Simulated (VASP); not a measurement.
A run of VASP 6.6.1:

The input INCAR:

```
SYSTEM = HfBi2O2
ALGO = Normal ; EDIFF = 1E-6
ENCUT = 520 ; GGA = PE
ISIF = 2 ; ISMEAR = 0
LASPH = .True. ; LCHARG = .False.
LREAL = .False. ; LWAVE = .False.
NBANDS = 34 ; NELM = 80
PREC = Accurate ; SIGMA = 0.1
```

Contents of KPOINTS:

```
k-points
0
Gamma
  12 12 4
  0 0 0
```

POSCAR

```
HfBi2O2
1.0
    3.7207231952      0.0000000000      0.0000000000
   -1.8603615976      3.2222408075      0.0000000000
    0.0000000000      0.0000000000      9.7443319949
Hf Bi O
1 2 2
Direct
    0.0000000000      0.0000000000      0.0000000000
    0.0000000000      0.0000000000      0.6592155619
    0.0000000000      0.0000000000      0.3407844381
    0.3333333333      0.6666666667      0.0000000000
    0.6666666667      0.3333333333      0.0000000000
```

Potentials or basis: VASP PAW PBE potentials, release 64 (Hf_pv, Bi_d, O).

Run with:

```console
$ cat potpaw_PBE.64/Hf_pv/POTCAR potpaw_PBE.64/Bi_d/POTCAR potpaw_PBE.64/O/POTCAR > POTCAR
$ mpirun -np 1 vasp_std > vasp.out
```

Hardware: 1 thread of Intel(R) Xeon(R) 6975P-C (Granite Rapids), with other jobs on the host.

Question: How long does it take, and how much memory?

Answer: Wall time 120 s on 1 thread of Intel(R) Xeon(R) 6975P-C (Granite Rapids) (shared host), peak memory 0.35 GiB. Counts: scf iterations 21, k points 57.
